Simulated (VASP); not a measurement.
# Se (Pnma) in VASP: single point with PBE

Aim: the single point of Se with PBE.

Program: VASP 6.6.1. These are calculated values, not measurements. Logs are shortened: lines on timing, memory, paths and dates and some standing lists are left out, and cuts for length are marked.

**1. The cell of the first run**

Symmetry: Pnma, No. 62, orthorhombic system. Conventional cell: a = 9.464 Å, b = 4.237 Å, c = 6.696 Å, α = 90.00°, β = 90.00°, γ = 90.00°. Se (site symmetry m) has 3 Se at 2.19 to 2.97 Å within 3.0 Å. Se (site symmetry m) has 3 Se at 2.19 to 2.97 Å within 3.0 Å.

The cell was generated, and may not be a known phase.

**2. Single point, PBE**

INCAR

```
PREC = Accurate
ENCUT = 520
EDIFF = 1E-6
ISMEAR = 0
SIGMA = 0.02
LREAL = F
LASPH = T
NELM = 80
ALGO = Normal
ISIF = 2
LWAVE = F
LCHARG = T
GGA = PE
LELF = T
LVHAR = T
NBANDS = 34
```

KPOINTS

```
Automatic mesh
0
Gamma
  4 6 4
```

POSCAR

```
Se
1.0
    9.4639253978      0.0000000000      0.0000000000
    0.0000000000      4.2370892528      0.0000000000
    0.0000000000      0.0000000000      6.6961436250
Se
8
Direct
    0.1596886049      0.2500000000      0.5138892574
    0.3403113951      0.7500000000      0.0138892574
    0.6596886049      0.2500000000      0.9861107426
    0.8403113951      0.7500000000      0.4861107426
    0.9979888835      0.7500000000      0.7257255053
    0.5020111165      0.2500000000      0.2257255053
    0.4979888835      0.7500000000      0.7742744947
    0.0020111165      0.2500000000      0.2742744947
```

Potentials or basis: VASP PAW PBE potentials, release 64 (Se).

On the command line:

```bash
$ cat potpaw_PBE.64/Se/POTCAR > POTCAR
$ mpirun -np 1 vasp_std > vasp.out
```

OUTCAR:

```text
PREC = Accurate
   ENCUT = 520
   EDIFF = 1E-6
   ISMEAR = 0
   LREAL = F
   LASPH = T
   NELM = 80
   ISIF = 2
   GGA = PE

 ion  position               nearest neighbor table
   1  0.160  0.250  0.514-   8 2.19
   2  0.340  0.750  0.014-   7 2.19
   3  0.660  0.250  0.986-   6 2.19
   4  0.840  0.750  0.486-   5 2.19
   5  0.998  0.750  0.726-   4 2.19
   6  0.502  0.250  0.226-   3 2.19
   7  0.498  0.750  0.774-   2 2.19
   8  0.002  0.250  0.274-   1 2.19

  LATTYP: Found a simple orthorhombic cell.
 ALAT       =     4.2370892528
 B/A-ratio  =     1.5803640720
 C/A-ratio  =     2.2335912305

  Lattice vectors:

 A1 = (   0.0000000000,   4.2370892528,   0.0000000000)
 A2 = (   0.0000000000,   0.0000000000,   6.6961436250)
 A3 = (   9.4639253978,   0.0000000000,   0.0000000000)

Analysis of symmetry for initial positions (statically):
=====================================================================
 Subroutine PRICEL returns:
 Original cell was already a primitive cell.

 Routine SETGRP: Setting up the symmetry group for a
 simple orthorhombic supercell.

 Subroutine GETGRP returns: Found  8 space group operations
 (whereof  2 operations were pure point group operations)
 out of a pool of  8 trial point group operations.

The static configuration has the point symmetry S_2 .
 The point group associated with its full space group is D_2h.

Analysis of symmetry for dynamics (positions and initial velocities):
=====================================================================
 Subroutine PRICEL returns:
 Original cell was already a primitive cell.

 Routine SETGRP: Setting up the symmetry group for a
 simple orthorhombic supercell.

 Subroutine GETGRP returns: Found  8 space group operations
 (whereof  2 operations were pure point group operations)
 out of a pool of  8 trial point group operations.

The dynamic configuration has the point symmetry S_2 .
 The point group associated with its full space group is D_2h.

 Subroutine INISYM returns: Found  8 space group operations
 (whereof  2 operations are pure point group operations),
 and found     1 'primitive' translations

----------------------------------------------------------------------------------------

                                     Primitive cell

  volume of cell :     268.5120

  direct lattice vectors                    reciprocal lattice vectors
[... 105 lines left out ...]
   ISIF   =      2    stress and relaxation
   ISYM   =      2    0-nonsym 1-usesym 2-fastsym
   POTIM  = 0.5000    time-step for ionic-motion
   TEBEG  =    0.0;   TEEND  =   0.0 temperature during run
   PSTRESS=    0.0 pullay stress
   NELECT =      48.0000    total number of electrons
   NUPDOWN=      -1.0000    fix difference up-down
   EMIN   =  10.00;   EMAX   =-10.00  energy-range for DOS
   EFERMI =   0.00;   METHOD = LEGACY
   ISMEAR =     0;   SIGMA  =   0.02  broadening in eV -4-tet -1-fermi 0-gaus
   EFERMI_NEDOS =   21; number of points for ismear=-14 and -15
   IALGO  =     38    algorithm
   IMIX   =      4    mixing-type and parameters
     AMIX     =   0.40;   BMIX     =  1.00
     AMIX_MAG =   1.60;   BMIX_MAG =  1.00
  volume/ion in A,a.u.               =      33.56       226.50
  Fermi-wavevector in a.u.,A,eV,Ry     =   0.922219  1.742741 11.571588  0.850488
  Thomas-Fermi vector in A             =   2.047722
   LORBIT       =      0    0 simple, 1 ext, 2 COOP (PROOUT), +10 PAW based schemes
   GGA     = PE    functional components
   LHFCALC =     F    Hartree Fock is set to
   AEXX    =    0.0000 exact exchange contribution
   IVDW    =     0    specifies the selected vdW correction
   LEPSILON=     F    determine dielectric tensor
   LRPA    =     F    only Hartree local field effects (RPA)
 non-spin polarized calculation
 Gauss-broadening in eV      SIGMA  =   0.02
  energy-cutoff  :      520.00
  volume of cell :      268.51
 maximum number of plane-waves:      7272
   NGX = 35   NGY = 15   NGZ = 25

 number of electron      47.9999998 magnetization

 Free energy of the ion-electron system (eV)
  ---------------------------------------------------
  ext. energy  EPLUGINS =         0.00000000
  ---------------------------------------------------
  free energy    TOTEN  =       -27.57852738 eV

  energy without entropy =      -27.57852738  energy(sigma->0) =      -27.57852738

 E-fermi :   0.5553     XC(G=0):  -7.8430

 val. band max:        0.4379988478   @ k =   0.0000   0.0000   0.0000
 cond. band min:       1.5696827350   @ k =   0.0000   0.0000   0.0000
 fundamental gap:      1.1316838872
 Fermi energy:         0.5553057832

 k-point     1 :       0.0000    0.0000    0.0000
  band No.  band energies     occupation
      1     -14.3498      2.00000
      2     -14.2055      2.00000
      3     -12.9114      2.00000
      4     -12.8796      2.00000
      5     -10.5976      2.00000
      6     -10.4586      2.00000
[... 877 lines left out ...]
     33       7.5230      0.00000
     34       7.5230      0.00000

 [... further k-points ...]

------------------------ aborting loop because EDIFF is reached ----------------------------------------

  FORCE on cell =-STRESS in cart. coord.  units (eV):
  Direction    XX          YY          ZZ          XY          YZ          ZX
  --------------------------------------------------------------------------------------
  -------------------------------------------------------------------------------------
  Total        0.2429842      0.0144004      0.2893076      0.0000000     -0.0000000      0.0000000
  in kB        1.4498559      0.0859255      1.7262623      0.0000000     -0.0000000      0.0000000
  external PRESSURE =       1.0873479 kB  Pullay stress =       0.0000000 kB

 VOLUME and BASIS-vectors are now :
 -----------------------------------------------------------------------------
  energy-cutoff  :      520.00
  volume of cell :      268.51
      direct lattice vectors                 reciprocal lattice vectors
     9.463925398  0.000000000  0.000000000     0.105664400  0.000000000  0.000000000
     0.000000000  4.237089253  0.000000000     0.000000000  0.236011077  0.000000000
     0.000000000  0.000000000  6.696143625     0.000000000  0.000000000  0.149339688

 POSITION                                       TOTAL-FORCE (eV/Angst)
 -----------------------------------------------------------------------------------
      1.51128      1.05927      3.44108         0.038945      0.000000      0.041320
      3.22068      3.17782      0.09300        -0.038945     -0.000000      0.041320
      6.24324      1.05927      6.60314         0.038945     -0.000000     -0.041320
      7.95264      3.17782      3.25507        -0.038945     -0.000000     -0.041320
      9.44489      3.17782      4.85956         0.035092     -0.000000      0.043935
      4.75100      1.05927      1.51149        -0.035092      0.000000      0.043935
      4.71293      3.17782      5.18465         0.035092      0.000000     -0.043935
      0.01903      1.05927      1.83658        -0.035092      0.000000     -0.043935
 -----------------------------------------------------------------------------------
    total drift:                                0.000000     -0.000000     -0.000000

  FREE ENERGIE OF THE ION-ELECTRON SYSTEM (eV)
  ---------------------------------------------------
  free  energy   TOTEN  =       -27.5785273835 eV

  energy  without entropy=      -27.5785273835  energy(sigma->0) =      -27.57852738
```

OSZICAR:

```text
N       E                     dE             d eps       ncg     rms          rms(c)
DAV:   1     0.282463718384E+03    0.28246E+03   -0.18528E+04  2448   0.116E+03
DAV:   2    -0.594692272969E+00   -0.28306E+03   -0.27184E+03  3274   0.192E+02
DAV:   3    -0.272668991615E+02   -0.26672E+02   -0.26286E+02  3082   0.656E+01
DAV:   4    -0.276943784665E+02   -0.42748E+00   -0.42615E+00  2818   0.956E+00
DAV:   5    -0.277005177451E+02   -0.61393E-02   -0.61349E-02  2908   0.113E+00    0.105E+01
DAV:   6    -0.276051947678E+02    0.95323E-01   -0.11974E-01  2644   0.131E+00    0.605E+00
DAV:   7    -0.275774155470E+02    0.27779E-01   -0.14897E-01  2650   0.149E+00    0.324E-01
DAV:   8    -0.275781754025E+02   -0.75986E-03   -0.17475E-02  2580   0.572E-01    0.125E-01
DAV:   9    -0.275783709537E+02   -0.19555E-03   -0.68703E-04  2948   0.126E-01    0.924E-02
DAV:  10    -0.275784912954E+02   -0.12034E-03   -0.12206E-04  2634   0.499E-02    0.545E-02
DAV:  11    -0.275785241469E+02   -0.32852E-04   -0.32920E-05  2860   0.303E-02    0.713E-03
DAV:  12    -0.275785253622E+02   -0.12153E-05   -0.96844E-07  1822   0.464E-03    0.554E-03
DAV:  13    -0.275785272693E+02   -0.19071E-05   -0.24622E-06  2300   0.750E-03    0.866E-04
DAV:  14    -0.275785273835E+02   -0.11420E-06   -0.16460E-07  1416   0.200E-03
   1 F= -.27578527E+02 E0= -.27578527E+02  d E =-.134728E-18
```

Run time: 8.6 min. Hardware: 1 thread of Intel Xeon 8259CL, shared host; peak memory 0.47 GiB.

Results:

```yaml
Free_energy: -27.5785 eV
Pressure: 0.1 GPa
Largest_force: 0.057 eV/Å
Band_gap_on_the_k_mesh: 1.13 eV
```

Forces in eV/Å, atoms in the order of the input:
```
Se   0.039  0.000  0.041
Se  -0.039  0.000  0.041
Se   0.039  0.000 -0.041
Se  -0.039  0.000 -0.041
Se   0.035  0.000  0.044
Se  -0.035  0.000  0.044
Se   0.035  0.000 -0.044
Se  -0.035  0.000 -0.044
```

Stress tensor (GPa, compression positive):
```
0.14 0.00 0.00
0.00 0.01 0.00
0.00 0.00 0.17
```

A k mesh can miss the band edges.
